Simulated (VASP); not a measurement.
# Ag in VASP: further runs, part 2 of 2

VASP 6.6.1.

**3. Relaxation of cell and atoms, PBEsol**

This run uses another cell than the first one, of 18.07 Å³/atom, 1.083 times its volume.

Contents of INCAR:

```
SYSTEM = Ag
  PREC = Accurate
  ENCUT = 500
  EDIFF = 1E-7
  ISMEAR = 0
  SIGMA = 0.1
  LREAL = .FALSE.
  LASPH = .TRUE.
  NELM = 120
  ALGO = Normal
  ISIF = 3
  LWAVE = .FALSE.
  LCHARG = .FALSE.
  GGA = PS
  IBRION = 2
  NSW = 90
  EDIFFG = -0.04
  GGA_COMPAT = .FALSE.
  NELMIN = 4
```

Contents of KPOINTS:

```
regular mesh
0
G
  8 8 8
  0 0 0
```

Contents of POSCAR:

```
Ag
1.0
   -1.4372596958      1.4372596958      2.1865809577
    1.4372596958     -1.4372596958      2.1865809577
    1.4372596958      1.4372596958     -2.1865809577
Ag
1
Direct
    0.0000000000      0.0000000000      0.0000000000
```

Potentials or basis: VASP PAW PBE potentials, release 64 (Ag).

Command:

```console
> cat potpaw_PBE.64/Ag/POTCAR > POTCAR
> mpirun -np 1 vasp_std > vasp.out
```

OUTCAR:

```text
SYSTEM = Ag
   PREC = Accurate
   ENCUT = 500
   EDIFF = 1E-7
   ISMEAR = 0
   LREAL = .FALSE.
   LASPH = .TRUE.
   NELM = 120
   ISIF = 3
   GGA = PS
   IBRION = 2
   NSW = 90
   EDIFFG = -0.04
   NELMIN = 4

 ion  position               nearest neighbor table
   1  0.000  0.000  0.000-

  LATTYP: Found a body centered tetragonal cell.
 ALAT       =     2.8745193916
 C/A-ratio  =     1.5213541186

  Lattice vectors:

 A1 = (  -1.4372596958,   1.4372596958,   2.1865809577)
 A2 = (   1.4372596958,  -1.4372596958,   2.1865809577)
 A3 = (   1.4372596958,   1.4372596958,  -2.1865809577)

Analysis of symmetry for initial positions (statically):
=====================================================================
 Subroutine PRICEL returns:
 Original cell was already a primitive cell.

 Routine SETGRP: Setting up the symmetry group for a
 body centered tetragonal supercell.

 Subroutine GETGRP returns: Found 16 space group operations
 (whereof 16 operations were pure point group operations)
 out of a pool of 16 trial point group operations.

The static configuration has the point symmetry D_4h.

Analysis of symmetry for dynamics (positions and initial velocities):
=====================================================================
 Subroutine PRICEL returns:
 Original cell was already a primitive cell.

 Routine SETGRP: Setting up the symmetry group for a
 body centered tetragonal supercell.

 Subroutine GETGRP returns: Found 16 space group operations
 (whereof 16 operations were pure point group operations)
 out of a pool of 16 trial point group operations.

The dynamic configuration has the point symmetry D_4h.

 Subroutine INISYM returns: Found 16 space group operations
 (whereof 16 operations are pure point group operations),
 and found     1 'primitive' translations
[... 125 lines left out ...]
 non-spin polarized calculation
 Gauss-broadening in eV      SIGMA  =   0.10
  energy-cutoff  :      500.00
  volume of cell :       18.07
 maximum number of plane-waves:       473
 NGX is ok and might be reduce to    24
   NGX = 11   NGY = 11   NGZ = 11

--------------------------------------- Ionic step        1  -------------------------------------------

 number of electron      11.0000000 magnetization

 Free energy of the ion-electron system (eV)
  ---------------------------------------------------
  ext. energy  EPLUGINS =         0.00000000
  ---------------------------------------------------
  free energy    TOTEN  =        -3.24299102 eV

  energy without entropy =       -3.24176206  energy(sigma->0) =       -3.24237654

------------------------ aborting loop because EDIFF is reached ----------------------------------------

  FORCE on cell =-STRESS in cart. coord.  units (eV):
  Direction    XX          YY          ZZ          XY          YZ          ZX
  --------------------------------------------------------------------------------------
  -------------------------------------------------------------------------------------
  Total       -0.8058101     -0.8058101     -0.8403385      0.0000000      0.0000000      0.0000000
  in kB      -71.4574038    -71.4574038    -74.5193022      0.0000000      0.0000000      0.0000000
  external PRESSURE =     -72.4780366 kB  Pullay stress =       0.0000000 kB
[... 127 lines left out ...]
--------------------------------------- Ionic step        5  -------------------------------------------

 number of electron      11.0000002 magnetization

 Free energy of the ion-electron system (eV)
  ---------------------------------------------------
  ext. energy  EPLUGINS =         0.00000000
  ---------------------------------------------------
  free energy    TOTEN  =        -3.27640114 eV

  energy without entropy =       -3.27518522  energy(sigma->0) =       -3.27579318

 E-fermi :   8.4444     XC(G=0): -12.5363

 val. band max:        8.3464450422   @ k =  -0.3750  -0.3750   0.2500
 cond. band min:       8.5326653430   @ k =  -0.2500   0.3750   0.1250
 fundamental gap:      0.1862203008
 Fermi energy:         8.4444125350

 k-point     1 :       0.0000    0.0000    0.0000
  band No.  band energies     occupation
      1       0.5412      2.00000
      2       3.3699      2.00000
      3       3.8561      2.00000
      4       3.8561      2.00000
      5       4.5148      2.00000
      6       4.9942      2.00000
      7      24.6283      0.00000
      8      27.6241      0.00000
      9      28.5766      0.00000
[... 265 lines left out ...]
 k-point    24 :       0.3750    0.1250    0.1250
  band No.  band energies     occupation
      1       2.7027      2.00000
      2       3.2330      2.00000
      3       4.0882      2.00000
      4       4.2589      2.00000
      5       5.5857      2.00000
      6      10.8456      0.00000
      7      12.6020      0.00000
      8      21.6362      0.00000
      9      21.6704      0.00000

 [... further k-points ...]

------------------------ aborting loop because EDIFF is reached ----------------------------------------

  FORCE on cell =-STRESS in cart. coord.  units (eV):
  Direction    XX          YY          ZZ          XY          YZ          ZX
  --------------------------------------------------------------------------------------
  -------------------------------------------------------------------------------------
  Total        0.0364447      0.0364447     -0.0193619      0.0000000     -0.0000000      0.0000000
  in kB        3.4972840      3.4972840     -1.8579885      0.0000000     -0.0000000      0.0000000
  external PRESSURE =       1.7121932 kB  Pullay stress =       0.0000000 kB
[... 16 lines left out ...]
  FREE ENERGIE OF THE ION-ELECTRON SYSTEM (eV)
  ---------------------------------------------------
  free  energy   TOTEN  =        -3.2764011385 eV

  energy  without entropy=       -3.2751852211  energy(sigma->0) =       -3.27579318

 reached required accuracy - stopping structural energy minimisation
```

OSZICAR:

```text
N       E                     dE             d eps       ncg     rms          rms(c)
DAV:   1     0.418177000642E+02    0.41818E+02   -0.56047E+03  1102   0.106E+03
DAV:   2    -0.317870129118E+01   -0.44996E+02   -0.43188E+02  1079   0.201E+02
[... 38 lines left out ...]
DAV:   1    -0.327684060750E+01   -0.57916E-03   -0.25422E-02  1104   0.163E+00    0.115E-01
DAV:   2    -0.327653907099E+01    0.30154E-03   -0.17365E-04  1097   0.191E-01    0.638E-02
DAV:   3    -0.327639996008E+01    0.13911E-03   -0.21793E-04  1081   0.180E-01    0.174E-02
DAV:   4    -0.327640101165E+01   -0.10516E-05   -0.95571E-06  1094   0.436E-02    0.118E-02
DAV:   5    -0.327640113553E+01   -0.12389E-06   -0.14207E-07   860   0.297E-03    0.783E-04
DAV:   6    -0.327640113849E+01   -0.29602E-08   -0.84048E-09   532   0.983E-04
   5 F= -.32764011E+01 E0= -.32757932E+01  d E =-.139709E-03
```

Run time: 50 s. Hardware: 1 thread of Intel Xeon 8259CL, shared host; peak memory 0.15 GiB.

What came out:

| Item | Value |
| --- | --- |
| Free energy | -3.2764 eV |
| Relaxed volume | 16.70 Å³/atom |
| Relaxed cell | a = 2.905 Å, b = 2.905 Å, c = 2.905 Å, α = 122.29°, β = 122.29°, γ = 86.07° |
| Space group after relaxing (to 0.05 Å) | I4/mmm (No. 139) |
| Energy gained by relaxing | 33.4 meV/atom |
| Ionic steps | 5 |
| Pressure after relaxing | 0.2 GPa |

Stress tensor (GPa, compression positive):
```
 0.35  0.00  0.00
 0.00  0.35  0.00
 0.00  0.00 -0.19
```

Step by step:
| step | energy change (eV) | largest force (eV/Å) | pressure (GPa) | volume (Å³) |
| --- | --- | --- | --- | --- |
| 1 | 0.0000 | 0.0000 | -7.25 | 18.07 |
| 2 | -0.0212 | 0.0000 | 5.74 | 16.01 |
| 3 | -0.0333 | 0.0000 | -0.02 | 16.72 |
| 4 | -0.0333 | 0.0000 | 0.16 | 16.70 |
| 5 | -0.0334 | 0.0000 | 0.17 | 16.70 |

Final structure:
```
Ag
1.0
    -1.40202    1.40202    2.12348
     1.40202   -1.40202    2.12348
     1.40202    1.40202   -2.12348
Ag
1
Direct
  0.00000 0.00000 0.00000
```

Levels at points of the mesh, in eV from the Fermi level:
```tsv
k point	band 3	band 4	band 5	band 6	band 7	band 8	band 9
(0.00, 0.00, 0.00)	-4.59	-4.59	-3.93	-3.45	16.18	19.18	20.13
(0.50, 0.00, 0.00)	-4.57	-2.94	-2.76	-0.42	3.81	15.00	17.73
(0.50, 0.50, 0.00)	-2.90	-2.80	-2.45	2.02	7.55	10.38	10.46
(0.50, 0.50, 0.50)	-2.85	-2.65	-2.65	0.86	5.86	11.64	11.64
```

Caveat: the k points lie up to 0.40 Å⁻¹ apart in the final cell; the PAW data sets were made with another functional, which shifts forces and pressure a little.
